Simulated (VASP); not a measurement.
Ta2N, 3 atoms in the cell. Symmetry: P-3m1, No. 164, trigonal system. The conventional cell has a = 3.067 Å, b = 3.067 Å, c = 4.777 Å, α = 90.00°, β = 90.00°, γ = 120.00°. Ta (site symmetry 3m) has 3 N at 2.14 Å within 2.8 Å. Within 2.8 Å of N (site symmetry -3m) lie 6 Ta at 2.14 Å. 

* Program: VASP 6.6.1
* Task: relaxation of cell and atoms
* Functional: LDA
* Potentials or basis: VASP PAW LDA potentials, release 64 (Ta_pv, N)
* Cutoff: 600 eV
* k mesh: 15 × 15 × 10
* Occupations: gaussian, width 0.1 eV
* Spin: no spin polarisation
* Dipole correction: no
* Further INCAR settings: ALGO = Normal; EDIFF = 1e-06; IBRION = 2; EDIFFG = -0.005; NSW = 100; ISIF = 3

Potentials or basis: VASP PAW LDA potentials, release 64 (Ta_pv, N).

Run with:

```sh
$ cat potpaw_LDA.64/Ta_pv/POTCAR potpaw_LDA.64/N/POTCAR > POTCAR
$ mpirun -np 1 vasp_std > vasp.out
```

Hardware: 1 thread of Intel Xeon 8259CL (shared host).

Task: Estimate the wall time of this run.

Result: Run time: 14 min on 1 thread of Intel Xeon 8259CL (shared host), peak memory 0.31 GiB. Counts: scf iterations 42, k points 238, ion steps 7.
